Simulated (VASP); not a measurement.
# Os (P6_3/mmc) in VASP: relaxation of shape and atoms at fixed volume with r2SCAN

Aim: the relaxation of shape and atoms at fixed volume of Os with r2SCAN.

All numbers are computed with VASP 6.6.1; they aren't measurements. Logs are shortened: lines on timing, memory, paths and dates and some standing lists are left out, and cuts for length are marked.

## (1) The cell of the first run

The structure is hexagonal, space group P6_3/mmc (No. 194). The conventional cell has a = 2.763 Å, b = 2.763 Å, c = 4.365 Å, α = 90.00°, β = 90.00°, γ = 120.00°. Within 3.6 Å of Os (site symmetry -6m2) lie 12 Os at 2.70 to 2.76 Å.

## (2) Relaxation of shape and atoms at fixed volume, r2SCAN (14.43 Å³/atom)

Contents of POSCAR:

```
Os
1.0
    2.7634025836      0.0000000000      0.0000000000
   -1.3817012918      2.3931768383      0.0000000000
    0.0000000000      0.0000000000      4.3652274951
Os
2
Direct
    0.3333333333      0.6666666667      0.2500000000
    0.6666666667      0.3333333333      0.7500000000
```

Contents of INCAR.step1:

```
PREC     = Accurate       # precision mode
ENCUT    = 600            # plane-wave cutoff, eV
ISMEAR   = 0              # smearing method
SIGMA    = 0.1            # smearing width, eV
LREAL    = F              # projectors in reciprocal space
LASPH    = T              # aspherical terms in the spheres
NELM     = 100            # most SCF steps
GGA      = PE             # functional
ALGO     = Normal         # electronic algorithm
EDIFF    = 1E-4           # SCF threshold, eV
LWAVE    = T              # write WAVECAR
LCHARG   = F              # write CHGCAR
```

Contents of INCAR.step2:

```
PREC     = Accurate       # precision mode
ENCUT    = 600            # plane-wave cutoff, eV
EDIFF    = 1E-6           # SCF threshold, eV
ISMEAR   = 0              # smearing method
SIGMA    = 0.1            # smearing width, eV
LREAL    = F              # projectors in reciprocal space
LASPH    = T              # aspherical terms in the spheres
NELM     = 100            # most SCF steps
ALGO     = Normal         # electronic algorithm
ISIF     = 4              # what is computed and relaxed
LWAVE    = F              # write WAVECAR
LCHARG   = F              # write CHGCAR
METAGGA  = R2SCAN         # meta-GGA
LMIXTAU  = T            
IBRION   = 2              # ionic algorithm
NSW      = 50             # ionic steps
EDIFFG   = -0.01          # ionic threshold
ISTART   = 1
```

Contents of KPOINTS:

```
regular mesh
0
Gamma
  18 18 10
```

Potentials or basis: VASP PAW PBE potentials, release 64 (Os).

Started as:

```console
> cat potpaw_PBE.64/Os/POTCAR > POTCAR
> cp INCAR.step1 INCAR
> mpirun -np 1 vasp_std > vasp.out
> cp INCAR.step2 INCAR
> mpirun -np 1 vasp_std > vasp.out
```

OUTCAR:

```text
PREC = Accurate
   ENCUT = 600
   EDIFF = 1E-6
   ISMEAR = 0
   LREAL = F
   LASPH = T
   NELM = 100
   ISIF = 4
   METAGGA = R2SCAN
   IBRION = 2
   NSW = 50
   EDIFFG = -0.01
   ISTART = 1

 ion  position               nearest neighbor table
   1  0.333  0.667  0.250-   2 2.70   2 2.70   2 2.70   2 2.70   2 2.70   2 2.70
   2  0.667  0.333  0.750-   1 2.70   1 2.70   1 2.70   1 2.70   1 2.70   1 2.70

  LATTYP: Found a hexagonal cell.
 ALAT       =     2.7634025836
 C/A-ratio  =     1.5796567322

  Lattice vectors:

 A1 = (   2.7634025836,   0.0000000000,   0.0000000000)
 A2 = (  -1.3817012918,   2.3931768383,   0.0000000000)
 A3 = (   0.0000000000,   0.0000000000,   4.3652274951)

Analysis of symmetry for initial positions (statically):
=====================================================================
 Subroutine PRICEL returns:
 Original cell was already a primitive cell.

 Routine SETGRP: Setting up the symmetry group for a
 hexagonal supercell.

 Subroutine GETGRP returns: Found 24 space group operations
 (whereof 12 operations were pure point group operations)
 out of a pool of 24 trial point group operations.

The static configuration has the point symmetry D_3d.
 The point group associated with its full space group is D_6h.

Analysis of symmetry for dynamics (positions and initial velocities):
=====================================================================
 Subroutine PRICEL returns:
 Original cell was already a primitive cell.

 Routine SETGRP: Setting up the symmetry group for a
 hexagonal supercell.

 Subroutine GETGRP returns: Found 24 space group operations
 (whereof 12 operations were pure point group operations)
 out of a pool of 24 trial point group operations.

The dynamic configuration has the point symmetry D_3d.
 The point group associated with its full space group is D_6h.

 Subroutine INISYM returns: Found 24 space group operations
 (whereof 12 operations are pure point group operations),
 and found     1 'primitive' translations

----------------------------------------------------------------------------------------

                                     Primitive cell

  volume of cell :      28.8686

  direct lattice vectors                    reciprocal lattice vectors
     2.763402584  0.000000000  0.000000000     0.361872717  0.208927310  0.000000000
    -1.381701292  2.393176838  0.000000000     0.000000000  0.417854621  0.000000000
     0.000000000  0.000000000  4.365227495     0.000000000  0.000000000  0.229083135

  length of vectors
     2.763402584  2.763402584  4.365227495     0.417854621  0.417854621  0.229083135

  position of ions in fractional coordinates (direct lattice)
     0.333333333  0.666666667  0.250000000
     0.666666667  0.333333333  0.750000000

  ion indices of the primitive-cell ions
   primitive index   ion index
                 1           1
                 2           2

----------------------------------------------------------------------------------------

 KPOINTS: regular mesh

Automatic generation of k-mesh.
 Grid dimensions read from file:
 generate k-points for:   18   18   10

 Generating k-lattice:

  Cartesian coordinates                     Fractional coordinates (reciprocal lattice)
     0.020104040  0.011607073  0.000000000     0.055555556  0.000000000  0.000000000
     0.000000000  0.023214146  0.000000000     0.000000000  0.055555556  0.000000000
     0.000000000  0.000000000  0.022908314     0.000000000  0.000000000  0.100000000

  Length of vectors
     0.023214146  0.023214146  0.022908314

  Shift w.r.t. Gamma in fractional coordinates (k-lattice)
     0.000000000  0.000000000  0.000000000

 Subroutine IBZKPT returns following result:
 ===========================================

 Found    222 irreducible k-points:

 Following reciprocal coordinates:
            Coordinates               Weight
  0.000000  0.000000  0.000000      1.000000
  0.055556  0.000000  0.000000      6.000000
  0.111111  0.000000  0.000000      6.000000
  0.166667 -0.000000  0.000000      6.000000
  0.222222 -0.000000  0.000000      6.000000
  0.277778  0.000000  0.000000      6.000000
[... 16 lines left out ...]
  0.333333  0.111111  0.000000     12.000000
  0.388889  0.111111  0.000000     12.000000
 [... further k-points ...]
   k-points           NKPTS =    222   k-points in BZ     NKDIM =    222   number of bands    NBANDS=     12
   number of dos      NEDOS =    301   number of ions     NIONS =      2
   total plane-waves  NPLWV =  20736
   dimension x,y,z NGX =    24 NGY =   24 NGZ =   36
   dimension x,y,z NGXF=    48 NGYF=   48 NGZF=   72
   ions per type =               2
   NGX,Y,Z   is equivalent  to a cutoff of  14.44, 14.44, 13.71 a.u.
   NGXF,Y,Z  is equivalent  to a cutoff of  28.88, 28.88, 27.42 a.u.
 SYSTEM =  unknown system
   PREC   = accura    normal or accurate (medium, high low for compatibility)
   ISTART =      1    job   : 0-new  1-cont  2-samecut
   ICHARG =      0    charge: 1-file 2-atom 10-const
   ISPIN  =      1    spin polarized calculation?
   LNONCOLLINEAR =      F non collinear calculations
   LSORBIT =      F    spin-orbit coupling
   LASPH  =      T    aspherical Exc in radial PAW
   ENCUT  =  600.0 eV  44.10 Ry    6.64 a.u.   5.52  5.52  8.72*2*pi/ulx,y,z
   NELM   =    100;   NELMIN=  2; NELMDL=  0     # of ELM steps
   EDIFF  = 0.1E-05   stopping-criterion for ELM
   LREAL  =      F    real-space projection
   EDIFFG = -.1E-01   stopping-criterion for IOM
   NSW    =     50    number of steps for IOM
   IBRION =      2    ionic relax: 0-MD 1-quasi-New 2-CG
   NFREE  =      1    steps in history (QN), initial steepest desc. (CG)
   ISIF   =      4    stress and relaxation
   ISYM   =      2    0-nonsym 1-usesym 2-fastsym
   POTIM  = 0.5000    time-step for ionic-motion
   TEBEG  =    0.0;   TEEND  =   0.0 temperature during run
   PSTRESS=    0.0 pullay stress
   NELECT =      16.0000    total number of electrons
   NUPDOWN=      -1.0000    fix difference up-down
   EMIN   =  10.00;   EMAX   =-10.00  energy-range for DOS
   EFERMI =   0.00;   METHOD = LEGACY
   ISMEAR =     0;   SIGMA  =   0.10  broadening in eV -4-tet -1-fermi 0-gaus
   EFERMI_NEDOS =   21; number of points for ismear=-14 and -15
   IALGO  =     38    algorithm
   IMIX   =      4    mixing-type and parameters
     AMIX     =   0.40;   BMIX     =  1.00
     AMIX_MAG =   1.60;   BMIX_MAG =  1.00
  volume/ion in A,a.u.               =      14.43        97.41
  Fermi-wavevector in a.u.,A,eV,Ry     =   1.344744  2.541197 24.603903  1.808336
  Thomas-Fermi vector in A             =   2.472713
   LORBIT       =      0    0 simple, 1 ext, 2 COOP (PROOUT), +10 PAW based schemes
   METAGGA = R2SCAN    functional components
   LHFCALC =     F    Hartree Fock is set to
   AEXX    =    0.0000 exact exchange contribution
   IVDW    =     0    specifies the selected vdW correction
   LEPSILON=     F    determine dielectric tensor
   LRPA    =     F    only Hartree local field effects (RPA)
 conjugate gradient relaxation of ions
 non-spin polarized calculation
 Gauss-broadening in eV      SIGMA  =   0.10
  energy-cutoff  :      600.00
  volume of cell :       28.87
 maximum number of plane-waves:       994
 NGX is ok and might be reduce to    24
   NGX = 11   NGY = 11   NGZ = 17

--------------------------------------- Ionic step        1  -------------------------------------------

 number of electron      16.0000000 magnetization

 Free energy of the ion-electron system (eV)
  ---------------------------------------------------
  ext. energy  EPLUGINS =         0.00000000
  ---------------------------------------------------
  free energy    TOTEN  =      -105.98021329 eV

  energy without entropy =     -105.97265237  energy(sigma->0) =     -105.97643283

------------------------ aborting loop because EDIFF is reached ----------------------------------------

  FORCE on cell =-STRESS in cart. coord.  units (eV):
  Direction    XX          YY          ZZ          XY          YZ          ZX
  --------------------------------------------------------------------------------------
  -------------------------------------------------------------------------------------
  Total       -1.9352744     -1.9352744     -2.0866966     -0.0000000     -0.0000000      0.0000000
  in kB     -107.4056926   -107.4056926   -115.8094633     -0.0000000     -0.0000000      0.0000000
  external PRESSURE =    -110.2069495 kB  Pullay stress =       0.0000000 kB
[... 57 lines left out ...]
  energy  without entropy=     -105.9723448571  energy(sigma->0) =     -105.97625645

--------------------------------------- Ionic step        3  -------------------------------------------

 number of electron      15.9999999 magnetization

 Free energy of the ion-electron system (eV)
  ---------------------------------------------------
  ext. energy  EPLUGINS =         0.00000000
  ---------------------------------------------------
  free energy    TOTEN  =      -105.98029115 eV

  energy without entropy =     -105.97261502  energy(sigma->0) =     -105.97645309

 E-fermi :   8.7919     XC(G=0): -15.1849

 val. band max:        8.7854168399   @ k =   0.2778   0.0000   0.1000
 cond. band min:       8.8009161947   @ k =   0.1667   0.1111   0.3000
 fundamental gap:      0.0154993547
 Fermi energy:         8.7919482106

 k-point     1 :       0.0000    0.0000    0.0000
  band No.  band energies     occupation
      1      -2.3514      2.00000
      2       0.9609      2.00000
      3       5.7604      2.00000
      4       5.7604      2.00000
      5       6.0352      2.00000
      6       6.5879      2.00000
      7       6.5879      2.00000
      8       7.2045      2.00000
      9       7.2045      2.00000
     10       8.8217      0.67360
     11      10.4589      0.00000
     12      10.4589      0.00000
[... 331 lines left out ...]
 k-point    24 :       0.3889    0.1111    0.0000
  band No.  band energies     occupation
      1       1.9450      2.00000
      2       2.0511      2.00000
      3       2.4406      2.00000
      4       5.1730      2.00000
      5       5.2185      2.00000
      6       6.1442      2.00000
      7       6.8758      2.00000
      8      10.3554      0.00000
      9      10.7729      0.00000
     10      11.2491      0.00000
     11      12.6575      0.00000
     12      15.7602      0.00000

 [... further k-points ...]

------------------------ aborting loop because EDIFF is reached ----------------------------------------

  FORCE on cell =-STRESS in cart. coord.  units (eV):
  Direction    XX          YY          ZZ          XY          YZ          ZX
  --------------------------------------------------------------------------------------
  -------------------------------------------------------------------------------------
  Total       -1.9797360     -1.9797360     -1.9825751      0.0000000      0.0000000      0.0000000
  in kB     -109.8732641   -109.8732641   -110.0308301      0.0000000      0.0000000      0.0000000
  external PRESSURE =    -109.9257861 kB  Pullay stress =       0.0000000 kB
[... 17 lines left out ...]
  FREE ENERGIE OF THE ION-ELECTRON SYSTEM (eV)
  ---------------------------------------------------
  free  energy   TOTEN  =      -105.9802911503 eV

  energy  without entropy=     -105.9726150204  energy(sigma->0) =     -105.97645309

 reached required accuracy - stopping structural energy minimisation
```

Wall time 7 min (1 thread of Intel Xeon Platinum 8259CL at 2.50GHz (Skylake/Cascade Lake), shared host); peak memory 0.23 GiB.

Results:

```
Free energy               : -105.9803 eV
Energy gained by relaxing : 0.0 meV/atom
Ionic steps               : 3
Pressure after relaxing   : -11.0 GPa
Band gap on the k mesh    : zero (bands 8 and 9 overlap by 3.88 eV)
```

Final structure:
```
Os
1.0
     2.76490    0.00000    0.00000
    -1.38245    2.39447    0.00000
     0.00000    0.00000    4.36050
Os
2
Direct
  0.33333 0.66667 0.25000
  0.66667 0.33333 0.75000
```

Caveat: the PAW data sets were made with another functional, which shifts forces and pressure a little; spin-orbit coupling is left out, which moves the levels of the heavy elements.
